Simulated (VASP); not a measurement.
Runs of VASP 6.6.1 on Fe. The structure is that of space group Im-3m (No. 229), or close to it. The cells are those of the table. 

| cell | k mesh | cutoff (eV) | smearing | gap on the mesh (eV) | pressure (GPa) | moment (μB) |
| --- | --- | --- | --- | --- | --- | --- |
| a = 2.523 Å, angles 109.5°, 1 atom | 25 × 25 × 25 | 520 | fermi-dirac 0.05 eV | none | -5.4 | 2.31 |
| a = 2.586 Å, angles 109.5°, 1 atom | 25 × 25 × 25 | 520 | fermi-dirac 0.05 eV | none | -11.7 | 2.53 |
| a = 2.490 Å, angles 109.5°, 1 atom | 25 × 25 × 25 | 520 | fermi-dirac 0.05 eV | none | 0.2 | 2.24 |
| a = 2.456 Å, angles 109.5°, 1 atom | 25 × 25 × 25 | 520 | fermi-dirac 0.05 eV | none | 7.5 | 2.16 |
| a = 2.554 Å, angles 109.5°, 1 atom | 25 × 25 × 25 | 520 | fermi-dirac 0.05 eV | none | (c) | 2.41 |
| a = 2.386 Å, angles 109.5°, 1 atom | 25 × 25 × 25 | 520 | fermi-dirac 0.05 eV | none | 29.4 | (a) |
| a = 2.422 Å, angles 109.5°, 1 atom | 25 × 25 × 25 | 520 | fermi-dirac 0.05 eV | none | 17.2 | (b) |
| a = 2.490 Å, angles 109.5°, 1 atom | 8 × 8 × 8 | 600 | fermi-dirac 0.1 eV | none | 0.7 | 2.24 |

Alike in all rows: task single point; level BLYP; potentials or basis VASP PAW PBE potentials, release 64 (Fe); spin collinear, ferromagnetic start.

Q: Fill in the values left out.

A: (a) 2.04; (b) 2.11; (c) -9.2.

Caveats: some runs use coarse meshes; the PAW data sets were made with another functional, which shifts forces and pressure a little.

A gap of «none» marks levels without a gap at the run's occupations.
